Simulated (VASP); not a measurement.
CuI: single point with r2SCAN

The system is CuI.

```xyz
2
Lattice="0.0000 2.9816 2.9816 2.9816 0.0000 2.9816 2.9816 2.9816 0.0000" Properties=species:S:1:pos:R:3 pbc="T T T"
Cu    0.0000    0.0000    0.0000
I     1.4908    1.4908    1.4908
```

This cell differs from its parent crystal: volume changed by -3%.

```json
{
  "Program": "VASP 6.6.1",
  "Task": "single point",
  "Functional": "r2SCAN",
  "Potentials or basis": "VASP PAW PBE potentials, release 64 (Cu, I)",
  "Cutoff": "520 eV",
  "k mesh": "6 × 6 × 6",
  "Occupations": "gaussian, width 0.01 eV",
  "Spin": "no spin polarisation"
}
```

The pressure is 1.4 GPa and the band gap on the k mesh is 1.77 eV, direct.

Levels at points of the mesh, in eV from the valence-band top:
| k point | band 5 | band 6 | band 7 | band 8 | band 9 | band 10 | band 11 | band 12 | band 13 | band 14 |
| --- | --- | --- | --- | --- | --- | --- | --- | --- | --- | --- |
| (0.00, 0.00, 0.00) | -2.05 | -2.05 | 0.00 | 0.00 | 0.00 | 1.77 | 5.18 | 5.18 | 5.18 | 8.74 |
| (0.50, 0.00, 0.00) | -2.02 | -2.02 | -1.98 | -0.80 | -0.80 | 2.59 | 5.71 | 5.71 | 7.81 | 9.92 |
| (0.50, 0.50, 0.00) | -2.10 | -1.97 | -1.95 | -1.68 | -1.68 | 2.84 | 3.15 | 10.18 | 10.67 | 10.67 |

It took 61 s on 1 thread of AMD EPYC 7R13 Processor (Zen 3), with other jobs on the host, peak memory 0.16 GiB.

Caveat: the PAW data sets were made with another functional, which shifts forces and pressure a little; spin-orbit coupling is left out, which moves the levels of the heavy elements.
